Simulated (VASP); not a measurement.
The system is Cl.

```
Cl
1.0
     2.31554    0.00000    0.00000
     0.00000    3.36383    0.00000
     0.00000    0.00000    4.40644
Cl
1
Direct
  0.00000 0.00000 0.50000
```

The cell was generated, and may not be a known phase.

```yaml
Program: VASP 6.6.1
Task: relaxation of cell and atoms
Functional: PBE
Potentials_or_basis: VASP PAW PBE potentials, release 64 (Cl)
Cutoff: 500 eV
k_mesh: 24 × 16 × 12
Occupations: gaussian, width 0.1 eV
Spin: no spin polarisation
```

At the start: pressure 0.1 GPa; volume 34.32 Å³/atom.

Question: Where does the relaxation end?

Answer: Over 29 steps the energy falls by 5.0 meV/atom and the volume is 30.91 Å³/atom (-9.9 %); space group Pmmm (No. 47, to 0.1 Å) before and after.

The path:
| step | energy change (eV) | largest force (eV/Å) | pressure (GPa) | volume (Å³) |
| --- | --- | --- | --- | --- |
| 1 | 0.0000 | 0.0000 | 0.06 | 34.32 |
| 2 | -0.0001 | 0.0000 | -0.08 | 34.39 |
| 3 | -0.0001 | 0.0000 | -0.09 | 34.39 |
| 4 | -0.0002 | 0.0000 | -0.09 | 34.37 |
| 5 | -0.0005 | 0.0000 | -0.09 | 34.30 |
| 6 | -0.0010 | 0.0000 | -0.09 | 34.15 |
| 7 | -0.0018 | 0.0000 | -0.09 | 33.83 |
| 8 | -0.0030 | 0.0000 | 0.00 | 33.12 |
| 9 | -0.0022 | 0.0000 | 0.57 | 31.33 |
| 10 | -0.0032 | 0.0000 | 0.05 | 32.85 |
| 11 | -0.0034 | 0.0000 | -0.02 | 32.82 |
| 12 | -0.0036 | 0.0000 | -0.18 | 32.73 |
| 13 | -0.0036 | 0.0000 | -0.22 | 32.71 |
| 14 | -0.0037 | 0.0000 | -0.22 | 32.59 |
| 15 | -0.0041 | 0.0000 | -0.18 | 32.22 |
| 16 | -0.0044 | 0.0000 | -0.10 | 31.46 |
| 17 | -0.0045 | 0.0000 | -0.09 | 31.39 |
| 18 | -0.0045 | 0.0000 | -0.03 | 31.36 |
| 19 | -0.0045 | 0.0000 | 0.01 | 31.35 |
| 20 | -0.0045 | 0.0000 | 0.01 | 31.34 |
| 21 | -0.0046 | 0.0000 | -0.01 | 31.31 |
| 22 | -0.0048 | 0.0000 | -0.04 | 31.25 |
| 23 | -0.0049 | 0.0000 | -0.08 | 31.12 |
| 24 | -0.0049 | 0.0000 | -0.08 | 31.13 |
| 25 | -0.0050 | 0.0000 | 0.01 | 31.02 |
| 26 | -0.0050 | 0.0000 | -0.02 | 31.06 |
| 27 | -0.0050 | 0.0000 | -0.02 | 31.01 |
| 28 | -0.0050 | 0.0000 | -0.04 | 30.87 |
| 29 | -0.0050 | 0.0000 | -0.03 | 30.91 |

Final structure:
```yaml
crystal:
  lattice:
    - [2.31651, 0.00000, 0.00000]
    - [0.00000, 3.57778, 0.00000]
    - [0.00000, 0.00000, 3.72976]
  atoms:
    - { symbol: Cl, position: [0.00000, 0.00000, 0.50000] }
```

Caveat: a cell axis changed by over 15 % at a fixed basis, so the end point is rough; an odd number of electrons without spin polarisation forces a metal; a magnetic or distorted state may lie lower.
